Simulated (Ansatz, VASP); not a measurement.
# C: VASP beside Ansatz

```xyz
2
Lattice="1.2587 0.7267 3.3470 -1.2587 0.7267 3.3470 0.0000 -1.4535 3.3470" Properties=species:S:1:pos:R:3 pbc="T T T"
C     0.0000    0.0000    1.6467
C     0.0000    0.0000    8.3943
```

Change from the starting cell: strain +0.025 along x and y, +0.000 along z, atoms carried along.

Alike in both runs: task single point; functional r2SCAN; k mesh 12 × 12 × 12; occupations gaussian, width 0.05 eV; no spin polarisation.

|  | VASP | Ansatz |
| --- | --- | --- |
| version | VASP 6.6.1 | Ansatz 0.2.0 |
| potentials or method | VASP PAW PBE potentials, release 64 (C), cutoff 520 eV | scalar-relativistic, plane waves, PAW |
| valence electrons in the cell | 8 | 8 |

```tsv
	VASP	Ansatz	Ansatz less VASP
gap on the k mesh at the Fermi level (eV)	0.81	0.81	+0.001
least direct gap on the mesh (eV)	0.81	0.81	+0.001
pressure (GPa)	-18.1	-18.8	-0.62
traceless stress, the component that is largest in VASP (GPa)	19.14	19.83	+0.699
rms of the force components (eV/Å)	0.512	0.517	+0.0051
```

VASP's potentials were made for PBE, not for r2SCAN. Atom by atom the forces differ by 0.005 eV/Å (rms over components).
